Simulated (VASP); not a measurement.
# AlNi (NiAs type) (P6_3/mmc) in VASP: a series of runs, part 2 of 2

VASP 6.6.1.

**3. Single point, PBE**

Input file INCAR:

```
PREC = Accurate
ENCUT = 520
EDIFF = 1E-6
ISMEAR = -1
SIGMA = 0.08
LREAL = F
LASPH = T
NELM = 100
ALGO = Normal
ISIF = 2
LWAVE = F
LCHARG = F
GGA = PE
NBANDS = 21
```

Input file KPOINTS:

```
Automatic mesh
0
Gamma
  11 11 7
```

Input file POSCAR:

```
AlNi
1.0
    3.2611954935      0.0000000000      0.0000000000
   -1.6305977467      2.8242781440      0.0000000000
    0.0000000000      0.0000000000      4.8677740464
Ni Al
2 2
Direct
    0.0000000000      0.0000000000      0.0000000000
    0.0000000000      0.0000000000      0.5000000000
    0.3333333333      0.6666666667      0.2500000000
    0.6666666667      0.3333333333      0.7500000000
```

Potentials or basis: VASP PAW PBE potentials, release 64 (Ni, Al).

Launch:

```console
cat potpaw_PBE.64/Ni/POTCAR potpaw_PBE.64/Al/POTCAR > POTCAR
mpirun -np 1 vasp_std > vasp.out
```

OUTCAR:

```text
PREC = Accurate
   ENCUT = 520
   EDIFF = 1E-6
   ISMEAR = -1
   LREAL = F
   LASPH = T
   NELM = 100
   ISIF = 2
   GGA = PE

 ion  position               nearest neighbor table
   1  0.000  0.000  0.000-   3 2.24   4 2.24   3 2.24   4 2.24   4 2.24   3 2.24   2 2.43   2 2.43

   2  0.000  0.000  0.500-   3 2.24   4 2.24   3 2.24   4 2.24   4 2.24   3 2.24   1 2.43   1 2.43

   3  0.333  0.667  0.250-   1 2.24   2 2.24   1 2.24   2 2.24   1 2.24   2 2.24   4 3.08   4 3.08
                             4 3.08   4 3.08   4 3.08   4 3.08
   4  0.667  0.333  0.750-   1 2.24   2 2.24   1 2.24   2 2.24   1 2.24   2 2.24   3 3.08   3 3.08
                             3 3.08   3 3.08   3 3.08   3 3.08

  LATTYP: Found a hexagonal cell.
 ALAT       =     3.2611954935
 C/A-ratio  =     1.4926348500

  Lattice vectors:

 A1 = (   3.2611954935,   0.0000000000,   0.0000000000)
 A2 = (  -1.6305977467,   2.8242781440,   0.0000000000)
 A3 = (   0.0000000000,   0.0000000000,   4.8677740464)

Analysis of symmetry for initial positions (statically):
=====================================================================
 Subroutine PRICEL returns:
 Original cell was already a primitive cell.

 Routine SETGRP: Setting up the symmetry group for a
 hexagonal supercell.

 Subroutine GETGRP returns: Found 24 space group operations
 (whereof 12 operations were pure point group operations)
 out of a pool of 24 trial point group operations.

The static configuration has the point symmetry D_3d.
 The point group associated with its full space group is D_6h.

Analysis of symmetry for dynamics (positions and initial velocities):
=====================================================================
 Subroutine PRICEL returns:
 Original cell was already a primitive cell.

 Routine SETGRP: Setting up the symmetry group for a
 hexagonal supercell.

 Subroutine GETGRP returns: Found 24 space group operations
 (whereof 12 operations were pure point group operations)
 out of a pool of 24 trial point group operations.

The dynamic configuration has the point symmetry D_3d.
 The point group associated with its full space group is D_6h.

 Subroutine INISYM returns: Found 24 space group operations
 (whereof 12 operations are pure point group operations),
 and found     1 'primitive' translations

----------------------------------------------------------------------------------------

                                     Primitive cell

  volume of cell :      44.8347

  direct lattice vectors                    reciprocal lattice vectors
     3.261195493  0.000000000  0.000000000     0.306636018  0.177036388  0.000000000
    -1.630597747  2.824278144  0.000000000     0.000000000  0.354072775  0.000000000
     0.000000000  0.000000000  4.867774046     0.000000000  0.000000000  0.205432707

  length of vectors
     3.261195493  3.261195493  4.867774046     0.354072775  0.354072775  0.205432707

  position of ions in fractional coordinates (direct lattice)
     0.000000000  0.000000000  0.000000000
     0.000000000  0.000000000  0.500000000
     0.333333333  0.666666667  0.250000000
     0.666666667  0.333333333  0.750000000

  ion indices of the primitive-cell ions
   primitive index   ion index
                 1           1
                 2           2
                 3           3
                 4           4

----------------------------------------------------------------------------------------

 KPOINTS: Automatic mesh

Automatic generation of k-mesh.
 Grid dimensions read from file:
 generate k-points for:   11   11    7

 Generating k-lattice:

  Cartesian coordinates                     Fractional coordinates (reciprocal lattice)
     0.027876002  0.016094217  0.000000000     0.090909091  0.000000000  0.000000000
     0.000000000  0.032188434  0.000000000     0.000000000  0.090909091  0.000000000
     0.000000000  0.000000000  0.029347530     0.000000000  0.000000000  0.142857143

  Length of vectors
     0.032188434  0.032188434  0.029347530

  Shift w.r.t. Gamma in fractional coordinates (k-lattice)
     0.000000000  0.000000000  0.000000000

 Subroutine IBZKPT returns following result:
 ===========================================

 Found     64 irreducible k-points:

 Following reciprocal coordinates:
            Coordinates               Weight
  0.000000  0.000000  0.000000      1.000000
  0.090909  0.000000  0.000000      6.000000
  0.181818  0.000000  0.000000      6.000000
  0.272727  0.000000  0.000000      6.000000
  0.363636  0.000000  0.000000      6.000000
  0.454545  0.000000  0.000000      6.000000
[... 16 lines left out ...]
  0.090909  0.090909  0.142857     12.000000
  0.181818  0.090909  0.142857     24.000000
 [... further k-points ...]
   k-points           NKPTS =     64   k-points in BZ     NKDIM =     64   number of bands    NBANDS=     21
   number of dos      NEDOS =    301   number of ions     NIONS =      4
   total plane-waves  NPLWV =  20736
   dimension x,y,z NGX =    24 NGY =   24 NGZ =   36
   dimension x,y,z NGXF=    48 NGYF=   48 NGZF=   72
   ions per type =               2   2
   NGX,Y,Z   is equivalent  to a cutoff of  12.23, 12.23, 12.29 a.u.
   NGXF,Y,Z  is equivalent  to a cutoff of  24.47, 24.47, 24.59 a.u.
 SYSTEM =  unknown system
   PREC   = accura    normal or accurate (medium, high low for compatibility)
   ISTART =      0    job   : 0-new  1-cont  2-samecut
   ICHARG =      2    charge: 1-file 2-atom 10-const
   ISPIN  =      1    spin polarized calculation?
   LNONCOLLINEAR =      F non collinear calculations
   LSORBIT =      F    spin-orbit coupling
   LASPH  =      T    aspherical Exc in radial PAW
   ENCUT  =  520.0 eV  38.22 Ry    6.18 a.u.   6.06  6.06  9.05*2*pi/ulx,y,z
   NELM   =    100;   NELMIN=  2; NELMDL= -5     # of ELM steps
   EDIFF  = 0.1E-05   stopping-criterion for ELM
   LREAL  =      F    real-space projection
   EDIFFG = 0.1E-04   stopping-criterion for IOM
   NSW    =      0    number of steps for IOM
   IBRION =     -1    ionic relax: 0-MD 1-quasi-New 2-CG
   NFREE  =      0    steps in history (QN), initial steepest desc. (CG)
   ISIF   =      2    stress and relaxation
   ISYM   =      2    0-nonsym 1-usesym 2-fastsym
   POTIM  = 0.5000    time-step for ionic-motion
   TEBEG  =    0.0;   TEEND  =   0.0 temperature during run
   PSTRESS=    0.0 pullay stress
   NELECT =      26.0000    total number of electrons
   NUPDOWN=      -1.0000    fix difference up-down
   EMIN   =  10.00;   EMAX   =-10.00  energy-range for DOS
   EFERMI =   0.00;   METHOD = LEGACY
   ISMEAR =    -1;   SIGMA  =   0.08  broadening in eV -4-tet -1-fermi 0-gaus
   EFERMI_NEDOS =   21; number of points for ismear=-14 and -15
   IALGO  =     38    algorithm
   IMIX   =      4    mixing-type and parameters
     AMIX     =   0.40;   BMIX     =  1.00
     AMIX_MAG =   1.60;   BMIX_MAG =  1.00
  volume/ion in A,a.u.               =      11.21        75.64
  Fermi-wavevector in a.u.,A,eV,Ry     =   1.365194  2.579843 25.357922  1.863755
  Thomas-Fermi vector in A             =   2.491444
   LORBIT       =      0    0 simple, 1 ext, 2 COOP (PROOUT), +10 PAW based schemes
   GGA     = PE    functional components
   LHFCALC =     F    Hartree Fock is set to
   AEXX    =    0.0000 exact exchange contribution
   IVDW    =     0    specifies the selected vdW correction
   LEPSILON=     F    determine dielectric tensor
   LRPA    =     F    only Hartree local field effects (RPA)
 non-spin polarized calculation
  energy-cutoff  :      520.00
  volume of cell :       44.83
 maximum number of plane-waves:      1223
   NGX = 13   NGY = 13   NGZ = 19

 number of electron      25.9999991 magnetization

 Free energy of the ion-electron system (eV)
  ---------------------------------------------------
  ext. energy  EPLUGINS =         0.00000000
  ---------------------------------------------------
  free energy    TOTEN  =       -18.36151515 eV

  energy without entropy =      -18.33049626  energy(sigma->0) =      -18.34600570

 E-fermi :  10.6076     XC(G=0): -12.2573

 val. band max:       10.5935061908   @ k =   0.1818   0.1818   0.0000
 cond. band min:      10.6248913151   @ k =   0.3636   0.2727   0.4286
 fundamental gap:      0.0313851243
 Fermi energy:        10.6076026348

 k-point     1 :       0.0000    0.0000    0.0000
  band No.  band energies     occupation
      1      -0.6095      2.00000
      2       4.6713      2.00000
      3       5.6329      2.00000
      4       6.6083      2.00000
      5       6.9638      2.00000
      6       6.9638      2.00000
[... 550 lines left out ...]
      5       6.7972      2.00000
      6       6.9907      2.00000
[... 13 lines left out ...]
     20      20.8865      0.00000
     21      21.3611      0.00000

 [... further k-points ...]
[... 5 lines left out ...]
  --------------------------------------------------------------------------------------
  -------------------------------------------------------------------------------------
  Total       12.7957110     12.7957110     12.8556258      0.0000000     -0.0000000      0.0000000
  in kB      457.2569290    457.2569290    459.3979944      0.0000000     -0.0000000      0.0000000
  external PRESSURE =     457.9706175 kB  Pullay stress =       0.0000000 kB

 VOLUME and BASIS-vectors are now :
 -----------------------------------------------------------------------------
  energy-cutoff  :      520.00
  volume of cell :       44.83
      direct lattice vectors                 reciprocal lattice vectors
     3.261195493  0.000000000  0.000000000     0.306636018  0.177036388  0.000000000
    -1.630597747  2.824278144  0.000000000     0.000000000  0.354072775  0.000000000
     0.000000000  0.000000000  4.867774046     0.000000000  0.000000000  0.205432707

 POSITION                                       TOTAL-FORCE (eV/Angst)
 -----------------------------------------------------------------------------------
      0.00000      0.00000      0.00000         0.000000      0.000000      0.000000
      0.00000      0.00000      2.43389         0.000000      0.000000      0.000000
     -0.00000      1.88285      1.21694        -0.000000      0.000000     -0.000000
      1.63060      0.94143      3.65083         0.000000      0.000000      0.000000
 -----------------------------------------------------------------------------------
    total drift:                               -0.000000      0.000000      0.000000

  FREE ENERGIE OF THE ION-ELECTRON SYSTEM (eV)
  ---------------------------------------------------
  free  energy   TOTEN  =       -18.3615151456 eV

  energy  without entropy=      -18.3304962559  energy(sigma->0) =      -18.34600570
```

Run time: 38 s. Hardware: 1 thread of Intel Xeon 6975P-C, shared host; peak memory 0.19 GiB.

What came out:

| Item | Value |
| --- | --- |
| Free energy | -18.3615 eV |
| Pressure | 45.8 GPa |
| Band gap on the k mesh | zero (band 13 reaches 14.06 eV, above the bottom of band 14 at 9.15 eV) |

Stress tensor (GPa, compression positive):
```
45.73  0.00  0.00
 0.00 45.73  0.00
 0.00  0.00 45.94
```

Levels at points of the mesh, in eV from the Fermi level:
```tsv
k point	band 10	band 11	band 12	band 13	band 14	band 15	band 16	band 17
(0.00, 0.00, 0.00)	-2.77	-1.61	-1.61	0.54	5.56	5.56	8.57	8.57
```

Spin polarisation is off, so any magnetic state and its effect on volume and gap are missing.
